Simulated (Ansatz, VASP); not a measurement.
NaI: VASP beside Ansatz

File INCAR:

```
SYSTEM = NaI
ALGO = Normal
EDIFF = 1E-7
ENCUT = 520
GGA = PS
ISIF = 2
ISMEAR = 0
LASPH = .True.
LCHARG = .True.
LELF = .True.
LREAL = .False.
LVHAR = .True.
LWAVE = .False.
NBANDS = 14
NELM = 100
PREC = Accurate
SIGMA = 0.01
```

KPOINTS

```
k-points
0
Gamma
  8 8 8
  0 0 0
```

File POSCAR:

```
NaI
1.0
    0.0000000000      3.2002504140      3.2162516661
    3.2002504140      0.0000000000      3.2162516661
    3.2002504140      3.2002504140      0.0000000000
Na I
1 1
Direct
    0.0000000000      0.0000000000      0.0000000000
    0.5000000000      0.5000000000      0.5000000000
```

Input for Ansatz:

```yaml
crystal:
  lattice:
    - [0.0, 3.20025041403, 3.2162516661]
    - [3.20025041403, 0.0, 3.2162516661]
    - [3.20025041403, 3.20025041403, 0.0]
  atoms:
    - { symbol: Na, position: [0.0, 0.0, 0.0] }
    - { symbol: I, position: [0.5, 0.5, 0.5] }
kpoints:
  mp_grid: { grid: [8, 8, 8] }
scf:
  occupations: { method: fixed }
  convergence: { dr2_threshold: 1.0e-10 }
hamiltonian:
  xc: pbesol
  pseudopotentials: { kind: all_electron, lapw: { basis_error: 0.0005 } }
output:
  forces: true
  stress: true
  eigenstates:
    kpoints:
      - [0.0, 0.0, 0.0]
      - [-0.5, 0.0, -0.5]
      - [0.0, -0.5, -0.5]
      - [-0.5, -0.5, 0.0]
      - [-0.5, 0.0, 0.0]
      - [0.0, -0.5, 0.0]
      - [0.0, 0.0, -0.5]
      - [-0.5, -0.5, -0.5]
  eigenvalues: true
```

Change from the starting cell: z stretched by +0.5 %, x and y held.

Alike in both runs: task single point; functional PBEsol; k mesh 8 × 8 × 8; no spin polarisation.

|  | VASP | Ansatz |
| --- | --- | --- |
| version | VASP 6.6.1 | Ansatz 0.2.0 |
| potentials or method | VASP PAW PBE potentials, release 64 (Na_pv, I), cutoff 520 eV | all-electron LAPW, scalar-relativistic |
| occupations | gaussian, width 0.01 eV | fixed |

Ansatz gave:

| Quantity | Value |
| --- | --- |
| gap on the k mesh at the Fermi level (eV) | 3.58 |
| pressure (GPa) | -0.1 |
| traceless stress, the component that is largest in VASP (GPa) | -0.09 |

Question: What did VASP give for the same quantities?

Answer: gap on the k mesh at the Fermi level (eV): 3.58; pressure (GPa): 0.0; traceless stress, the component that is largest in VASP (GPa): -0.09.

VASP's potentials were made for PBE, not for PBEsol. Ansatz ran all-electron here, and VASP with PAW potentials.

Spin-orbit coupling is off throughout.
